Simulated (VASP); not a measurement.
# Ru (P6_3/mmc) in VASP: notebook

Runs on Ru. Level: PBE. Tasks: single point.

Everything below comes from runs of VASP 6.6.1. Logs are shortened: lines on timing, memory, paths and dates and some standing lists are left out, and cuts for length are marked.

### Step 1. The cell of the first run

It takes space group P6_3/mmc (No. 194, hexagonal). The conventional cell has a = 2.723 Å, b = 2.723 Å, c = 4.302 Å, α = 90.00°, β = 90.00°, γ = 120.00°. Ru (site symmetry -6m2) has 12 Ru at 2.66 to 2.72 Å within 3.5 Å.

### Step 2. Single point, PBE, non-collinear spin, zero start, spin-orbit coupling (13.81 Å³/atom)

Contents of INCAR:

```
SYSTEM = Ru
PREC = Accurate ; ENCUT = 520
EDIFF = 1E-6 ; ISMEAR = 0
SIGMA = 0.05 ; LREAL = .False.
LASPH = .True. ; NELM = 150
ALGO = Normal ; ISIF = 2
LWAVE = .False. ; LCHARG = .False.
LNONCOLLINEAR = .True. ; MAGMOM = 0 0 0 0 0 0
LORBIT = 11 ; LSORBIT = .True.
GGA_COMPAT = .False. ; LORBMOM = .True.
LMAXMIX = 4 ; GGA = PE
NBANDS = 40
```

Contents of KPOINTS:

```
Automatic mesh
0
Gamma
  18 18 10
  0 0 0
```

Contents of POSCAR:

```
Ru
1.0
    2.7231190925      0.0000000000      0.0000000000
   -1.3615595462      2.3582903116      0.0000000000
    0.0000000000      0.0000000000      4.3020527109
Ru
2
Direct
    0.3333333333      0.6666666667      0.7500000000
    0.6666666667      0.3333333333      0.2500000000
```

Potentials or basis: VASP PAW PBE potentials, release 64 (Ru_pv).

On the command line:

```
$ cat potpaw_PBE.64/Ru_pv/POTCAR > POTCAR
$ mpirun -np 1 vasp_ncl > vasp.out
```

OUTCAR:

```text
SYSTEM = Ru
   PREC = Accurate
   ENCUT = 520
   EDIFF = 1E-6
   ISMEAR = 0
   LREAL = .False.
   LASPH = .True.
   NELM = 150
   ISIF = 2
   LNONCOLLINEAR = .True.
   LORBIT = 11
   LSORBIT = .True.
   GGA = PE

 ion  position               nearest neighbor table
   1  0.333  0.667  0.750-   2 2.66   2 2.66   2 2.66   2 2.66   2 2.66   2 2.66
   2  0.667  0.333  0.250-   1 2.66   1 2.66   1 2.66   1 2.66   1 2.66   1 2.66

  LATTYP: Found a hexagonal cell.
 ALAT       =     2.7231190925
 C/A-ratio  =     1.5798254005

  Lattice vectors:

 A1 = (   2.7231190925,   0.0000000000,   0.0000000000)
 A2 = (  -1.3615595462,   2.3582903116,   0.0000000000)
 A3 = (   0.0000000000,   0.0000000000,   4.3020527109)

Analysis of symmetry for initial positions (statically):
=====================================================================
 Subroutine PRICEL returns:
 Original cell was already a primitive cell.

 Routine SETGRP: Setting up the symmetry group for a
 hexagonal supercell.

 Subroutine GETGRP returns: Found 24 space group operations
 (whereof 12 operations were pure point group operations)
 out of a pool of 24 trial point group operations.

The static configuration has the point symmetry D_3d.
 The point group associated with its full space group is D_6h.

Analysis of symmetry for dynamics (positions and initial velocities):
=====================================================================
 Subroutine PRICEL returns:
 Original cell was already a primitive cell.

 Routine SETGRP: Setting up the symmetry group for a
 hexagonal supercell.

 Subroutine GETGRP returns: Found 24 space group operations
 (whereof 12 operations were pure point group operations)
 out of a pool of 24 trial point group operations.

The dynamic configuration has the point symmetry D_3d.
 The point group associated with its full space group is D_6h.

Analysis of structural, dynamic, and magnetic symmetry:
=====================================================================
 Subroutine PRICEL returns:
 Original cell was already a primitive cell.

 Routine SETGRP: Setting up the symmetry group for a
 hexagonal supercell.

 Subroutine GETGRP returns: Found 24 space group operations
 (whereof 12 operations were pure point group operations)
 out of a pool of 24 trial point group operations.

The overall configuration has the point symmetry D_3d.
 The point group associated with its full space group is D_6h.

 Subroutine INISYM returns: Found 24 space group operations
 (whereof 12 operations are pure point group operations),
 and found     1 'primitive' translations

----------------------------------------------------------------------------------------

                                     Primitive cell

  volume of cell :      27.6274

  direct lattice vectors                    reciprocal lattice vectors
     2.723119093  0.000000000  0.000000000     0.367225952  0.212018002  0.000000000
    -1.361559546  2.358290312  0.000000000     0.000000000  0.424036004  0.000000000
     0.000000000  0.000000000  4.302052711     0.000000000  0.000000000  0.232447175

  length of vectors
     2.723119093  2.723119092  4.302052711     0.424036004  0.424036004  0.232447175

  position of ions in fractional coordinates (direct lattice)
     0.333333333  0.666666667  0.750000000
     0.666666667  0.333333333  0.250000000

  ion indices of the primitive-cell ions
   primitive index   ion index
                 1           1
                 2           2

----------------------------------------------------------------------------------------

 KPOINTS: Automatic mesh

Automatic generation of k-mesh.
 Grid dimensions read from file:
 generate k-points for:   18   18   10

 Generating k-lattice:

  Cartesian coordinates                     Fractional coordinates (reciprocal lattice)
[... 102 lines left out ...]

 number of electron      28.0000014 magnetization      -0.0000000      0.0000000     -0.0000000

 Free energy of the ion-electron system (eV)
  ---------------------------------------------------
  ext. energy  EPLUGINS =         0.00000000
  ---------------------------------------------------
  free energy    TOTEN  =       -18.73236442 eV

  energy without entropy =      -18.72956211  energy(sigma->0) =      -18.73096326

 E-fermi :  12.5223     XC(G=0): -14.0118

 val. band max:       12.5220249968   @ k =   0.1667   0.1111   0.3000
 cond. band min:      12.5226176180   @ k =   0.4444   0.1111   0.5000
 fundamental gap:      0.0005926212
 Fermi energy:        12.5222744601

 k-point     1 :       0.0000    0.0000    0.0000
  band No.  band energies     occupation
      1     -32.7225      1.00000
      2     -32.7225      1.00000
      3     -32.2677      1.00000
      4     -32.2677      1.00000
      5     -29.6613      1.00000
      6     -29.6613      1.00000
[... 1021 lines left out ...]
     39      22.9723      0.00000
     40      22.9723      0.00000

 [... further k-points ...]

------------------------ aborting loop because EDIFF is reached ----------------------------------------

  FORCE on cell =-STRESS in cart. coord.  units (eV):
  Direction    XX          YY          ZZ          XY          YZ          ZX
  --------------------------------------------------------------------------------------
  -------------------------------------------------------------------------------------
  Total       -0.1726102     -0.1726102     -0.1679529     -0.0000000      0.0000000      0.0000000
  in kB      -10.0100747    -10.0100747     -9.7399907     -0.0000000      0.0000000      0.0000000
  external PRESSURE =      -9.9200467 kB  Pullay stress =       0.0000000 kB

 VOLUME and BASIS-vectors are now :
 -----------------------------------------------------------------------------
  energy-cutoff  :      520.00
  volume of cell :       27.63
      direct lattice vectors                 reciprocal lattice vectors
     2.723119093  0.000000000  0.000000000     0.367225952  0.212018002  0.000000000
    -1.361559546  2.358290312  0.000000000     0.000000000  0.424036004  0.000000000
     0.000000000  0.000000000  4.302052711     0.000000000  0.000000000  0.232447175

 POSITION                                       TOTAL-FORCE (eV/Angst)
 -----------------------------------------------------------------------------------
     -0.00000      1.57219      3.22654         0.000000      0.000000     -0.000000
      1.36156      0.78610      1.07551        -0.000000      0.000000      0.000000
 -----------------------------------------------------------------------------------
    total drift:                               -0.000000      0.000000     -0.000000

  FREE ENERGIE OF THE ION-ELECTRON SYSTEM (eV)
  ---------------------------------------------------
  free  energy   TOTEN  =       -18.7323644184 eV

  energy  without entropy=      -18.7295621110  energy(sigma->0) =      -18.73096326

 orbital moment (x)

 # of ion     p       d       tot
 ----------------------------------------
  1        -0.000  -0.000  -0.000
  2         0.000   0.000   0.000
 ----------------------------------------
            0.000   0.000   0.000

 orbital moment (y)

 # of ion     p       d       tot
 ----------------------------------------
  1         0.000   0.000   0.000
  2         0.000   0.000   0.000
 ----------------------------------------
            0.000   0.000   0.000

 orbital moment (z)

 # of ion     p       d       tot
 ----------------------------------------
  1         0.000   0.000   0.000
  2         0.000   0.000   0.000
 ----------------------------------------
            0.000   0.000   0.000

 Spin-Orbit-Coupling matrix elements

 Ion:    1  E_soc:     -0.2637266
 l=   1
     0.0000000    -0.0362567    -0.0362786
    -0.0362567     0.0000000    -0.0362567
    -0.0362786    -0.0362567     0.0000000
 l=   2
     0.0000000    -0.0015914     0.0000000    -0.0015914    -0.0062925
    -0.0015914     0.0000000    -0.0044348    -0.0015435    -0.0015914
     0.0000000    -0.0044348     0.0000000    -0.0044348     0.0000000
    -0.0015914    -0.0015435    -0.0044348     0.0000000    -0.0015914
    -0.0062925    -0.0015914     0.0000000    -0.0015914     0.0000000
 l=   3
     0.0000000     0.0000000     0.0000000     0.0000000     0.0000000     0.0000000     0.0000000
     0.0000000     0.0000000     0.0000000     0.0000000     0.0000000     0.0000000     0.0000000
     0.0000000     0.0000000     0.0000000     0.0000000     0.0000000     0.0000000     0.0000000
     0.0000000     0.0000000     0.0000000     0.0000000     0.0000000     0.0000000     0.0000000
     0.0000000     0.0000000     0.0000000     0.0000000     0.0000000     0.0000000     0.0000000
     0.0000000     0.0000000     0.0000000     0.0000000     0.0000000     0.0000000     0.0000000
     0.0000000     0.0000000     0.0000000     0.0000000     0.0000000     0.0000000     0.0000000

 Ion:    2  E_soc:     -0.2637266
 l=   1
     0.0000000    -0.0362567    -0.0362786
    -0.0362567     0.0000000    -0.0362567
    -0.0362786    -0.0362567     0.0000000
 l=   2
     0.0000000    -0.0015914     0.0000000    -0.0015914    -0.0062925
    -0.0015914     0.0000000    -0.0044348    -0.0015435    -0.0015914
     0.0000000    -0.0044348     0.0000000    -0.0044348     0.0000000
    -0.0015914    -0.0015435    -0.0044348     0.0000000    -0.0015914
    -0.0062925    -0.0015914     0.0000000    -0.0015914     0.0000000
 l=   3
     0.0000000     0.0000000     0.0000000     0.0000000     0.0000000     0.0000000     0.0000000
     0.0000000     0.0000000     0.0000000     0.0000000     0.0000000     0.0000000     0.0000000
     0.0000000     0.0000000     0.0000000     0.0000000     0.0000000     0.0000000     0.0000000
     0.0000000     0.0000000     0.0000000     0.0000000     0.0000000     0.0000000     0.0000000
     0.0000000     0.0000000     0.0000000     0.0000000     0.0000000     0.0000000     0.0000000
     0.0000000     0.0000000     0.0000000     0.0000000     0.0000000     0.0000000     0.0000000
     0.0000000     0.0000000     0.0000000     0.0000000     0.0000000     0.0000000     0.0000000

 total charge

# of ion       s       p       d       tot
------------------------------------------
    1        0.399   6.304   5.935  12.638
    2        0.399   6.304   5.935  12.638
--------------------------------------------------
tot          0.798  12.607  11.871  25.276

 magnetization (x)

# of ion       s       p       d       tot
------------------------------------------
    1       -0.000   0.000   0.000   0.000
    2       -0.000  -0.000  -0.000  -0.000
--------------------------------------------------
tot         -0.000  -0.000   0.000  -0.000

 magnetization (y)

# of ion       s       p       d       tot
------------------------------------------
    1        0.000   0.000  -0.000  -0.000
    2        0.000   0.000  -0.000  -0.000
--------------------------------------------------
tot          0.000   0.000  -0.000  -0.000

 magnetization (z)

# of ion       s       p       d       tot
------------------------------------------
    1        0.000   0.000   0.000   0.000
    2        0.000   0.000   0.000   0.000
--------------------------------------------------
tot          0.000   0.000   0.000   0.000
```

Run time: 7.7 min. Hardware: 1 thread of Oxide Virtual Turin-like, shared host; peak memory 0.39 GiB.

What came out:

```yaml
Free_energy: -18.7324 eV
Pressure: -1.0 GPa
Net_moment: 0.00 μB per cell
Valence_electrons_inside_the_program's_atomic_spheres: Ru 12.64
```

Moments on the atoms (μB; x, y, z):
```
Ru  0.00 0.00 0.00
Ru  0.00 0.00 0.00
```

### Step 3. Single point, PBE, non-collinear spin, zero start, spin-orbit coupling

This run uses another cell than the first one, of 13.76 Å³/atom.

Contents of INCAR:

```
SYSTEM = Ru
PREC = Accurate ; ENCUT = 520
EDIFF = 1E-7 ; ISMEAR = 0
SIGMA = 0.05 ; LREAL = .FALSE.
LASPH = .TRUE. ; NELM = 150
ALGO = Normal ; ISIF = 2
LWAVE = .FALSE. ; LCHARG = .FALSE.
MAGMOM = 0 0 0 0 0 0 ; LORBIT = 11
LSORBIT = .TRUE. ; GGA_COMPAT = .FALSE.
LORBMOM = .TRUE. ; LMAXMIX = 4
GGA = PE ; NBANDS = 40
```

Contents of KPOINTS:

```
Automatic mesh
0
G
  18 18 10
  0 0 0
```

Contents of POSCAR:

```
Ru
1.0
    2.7194979192      0.0000000000      0.0000000000
   -1.3597489596      2.3551542836      0.0000000000
    0.0000000000      0.0000000000      4.2963318894
Ru
2
Direct
    0.3333333333      0.6666666667      0.7500000000
    0.6666666667      0.3333333333      0.2500000000
```

Potentials or basis: VASP PAW PBE potentials, release 64 (Ru_pv).

On the command line:

```
$ cat potpaw_PBE.64/Ru_pv/POTCAR > POTCAR
$ mpirun -np 1 vasp_ncl > vasp.out
```

Wall time 7.3 min (1 thread of Oxide Virtual Turin-like, shared host); peak memory 0.39 GiB.

Results (log left out):

* Free energy: -18.7325 eV
* Pressure: 0.3 GPa
* Net moment: 0.00 μB per cell
* Valence electrons inside the program's atomic spheres: Ru 12.65

Stress tensor (GPa, compression positive):
```
0.22 0.00 0.00
0.00 0.22 0.00
0.00 0.00 0.33
```

Moments on the atoms (μB; x, y, z):
```
Ru  0.00 0.00 0.00
Ru  0.00 0.00 0.00
```
